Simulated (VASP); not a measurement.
A run of VASP 6.6.1 is set up as follows.

The input INCAR:

```
PREC = Accurate ; ENCUT = 520
EDIFF = 1E-8 ; ISMEAR = -1
SIGMA = 0.08 ; LREAL = False
LASPH = True ; NELM = 80
ALGO = Normal ; ISIF = 2
LWAVE = False ; LCHARG = False
LEFG = True ; NBANDS = 17
```

KPOINTS

```
Automatic mesh
0
Gamma
  11 11 11
```

The input POSCAR:

```
SnTe
1.0
    0.0000000000      3.2082551003      3.2082551003
    3.2082551003      0.0000000000      3.2082551003
    3.2082551003      3.2082551003      0.0000000000
Sn Te
1 1
Direct
    0.0000000000      0.0000000000      0.0000000000
    0.5000000000      0.5000000000      0.5000000000
```

Potentials or basis: VASP PAW LDA potentials, release 64 (Sn_d, Te).

The run is started by

```sh
$ cat potpaw_LDA.64/Sn_d/POTCAR potpaw_LDA.64/Te/POTCAR > POTCAR
$ mpirun -np 1 vasp_std > vasp.out
```

(1) Predict the pressure.

Results:

(1) -3.5 GPa.

Caveat: without QUAD_EFG the Cq values of the log hold for a quadrupole moment of 1 mb, not for the nuclei.
